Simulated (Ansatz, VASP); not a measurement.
ZnSeS: VASP beside Ansatz

```
Zn Se S
1.0
     3.63819    0.00000    0.00000
     0.00000    3.63979    0.00000
     0.00000    0.00000    5.15611
Zn Se S
1 1 1
Direct
  0.00000 0.00000 0.00000
  0.50000 0.50000 0.00000
  0.50000 0.50000 0.50000
```

Change from the starting cell: species swapped into the TmCoC type (Pmmm, No. 47).

Alike in both runs: functional PBE; k mesh 4 × 4 × 4; occupations gaussian, width 0.1 eV; no spin polarisation.

Ansatz relaxed the structure, and its values are those at the end. VASP's run is a single point on that final structure, the one shown.

|  | VASP | Ansatz |
| --- | --- | --- |
| version | VASP 6.6.1 | Ansatz 0.2.0 |
| potentials or method | VASP PAW PBE potentials, release 64 (Zn, Se, S), cutoff 520 eV | scalar-relativistic, plane waves, PAW |
| valence electrons in the cell | 24 | 34 |

Ansatz gave:

```
gap on the k mesh at the Fermi level (eV) : none
pressure (GPa)                            : 0.0
```

Q: What did VASP give for the same quantities?

A: gap on the k mesh at the Fermi level (eV): none; pressure (GPa): 0.1.

A gap of «none» marks a metal or a gap that the smearing closes. VASP's potentials hold 24 valence electrons a cell and Ansatz's 34, so a difference there can come from the potentials and not from the codes.

The k mesh is coarse, so the values compare programs but aren't converged.
